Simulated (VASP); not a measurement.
Runs of VASP 6.6.1 on Be. The structure is that of space group P6_3/mmc (No. 194), or close to it. The cells are those of the table. 

```tsv
task	cell	k mesh	cutoff (eV)	gap on the mesh (eV)	pressure (GPa)
relaxation of cell and atoms	relaxed from a = 2.255, b = 2.255, c = 7.366 Å, angles 90.0, 90.0, 120.0°, 4 atoms	16 × 16 × 5	600	none	0.0
single point	a = 2.218, b = 2.218, c = 7.075 Å, angles 90.0, 90.0, 120.0°, 4 atoms	21 × 21 × 6	520	none	0.4
single point	a = 2.158, b = 2.158, c = 6.881 Å, angles 90.0, 90.0, 120.0°, 4 atoms	18 × 18 × 5	520	none	13.1
single point	a = 2.218, b = 2.218, c = 7.075 Å, angles 90.0, 90.0, 120.0°, 4 atoms	16 × 16 × 5	520	none	0.4
single point	a = 2.188, b = 2.188, c = 6.980 Å, angles 90.0, 90.0, 120.0°, 4 atoms	18 × 18 × 5	520	none	(a)
```

Alike in all rows: level LDA; potentials or basis VASP PAW LDA potentials, release 64 (Be); no spin polarisation; smearing fermi-dirac 0.1 eV.

Question: Fill in the values left out.

Answer: (a) 6.2.

Caveats: the cell stands under pressure (at least some runs).

A gap of «none» marks levels without a gap at the run's occupations.
